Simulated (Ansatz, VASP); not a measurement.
Li: VASP beside Ansatz

File INCAR:

```
SYSTEM = Li
PREC = Accurate
ENCUT = 600
EDIFF = 1E-6
ISMEAR = 0
SIGMA = 0.1
LREAL = .False.
LASPH = .True.
NELM = 60
ALGO = Normal
ISIF = 3
LWAVE = .False.
LCHARG = .False.
GGA = PE
IBRION = 2
NSW = 80
EDIFFG = -0.01
```

File KPOINTS:

```
regular mesh
0
Gamma
  16 16 16
  0 0 0
```

The input POSCAR:

```
Li
1.0
    0.0000000000      2.1403628140      2.1403628140
    2.1403628140      0.0000000000      2.1403628140
    2.1403628140      2.1403628140      0.0000000000
Li
1
Direct
    0.0000000000      0.0000000000      0.0000000000
```

Input for Ansatz:

```yaml
crystal:
  lattice:
    - [0.0, 2.140362814, 2.140362814]
    - [2.140362814, 0.0, 2.140362814]
    - [2.140362814, 2.140362814, 0.0]
  atoms:
    - { symbol: Li, position: [0.0, 0.0, 0.0] }
basis:
  ecutwfc: 420
kpoints:
  mp_grid: { grid: [16, 16, 16] }
hamiltonian:
  xc: pbe
scf:
  occupations: { method: gaussian, width: 0.1 }
output:
  forces: true
  stress: true
  eigenvalues: true
relax:
  adjacent_minimum: "off"
  f_tol: 0.01
  max_steps: 60
  cell: { stress_tol: 0.1 }
```

Alike in both runs: task relaxation of cell and atoms; functional PBE; k mesh 16 × 16 × 16; occupations gaussian, width 0.1 eV; no spin polarisation.

|  | VASP | Ansatz |
| --- | --- | --- |
| version | VASP 6.6.1 | Ansatz 0.2.0 |
| potentials or method | VASP PAW PBE potentials, release 64 (Li_sv), cutoff 600 eV | scalar-relativistic, plane waves, PAW |
| valence electrons in the cell | 3 | 3 |

|  | VASP | Ansatz | Ansatz less VASP |
| --- | --- | --- | --- |
| gap on the k mesh at the Fermi level, each at its own relaxed structure (eV) | none | none | - |
| relaxed volume (Å³/atom) | 20.02 | 20.19 | +0.164 |
| relaxed cell length with the largest relative difference (Å) | 3.048 | 3.056 | +0.0083 |

A gap of «none» marks a metal or a gap that the smearing closes.

Noted on VASP's run: the cutoff is short for stress, so the pressure is rough.
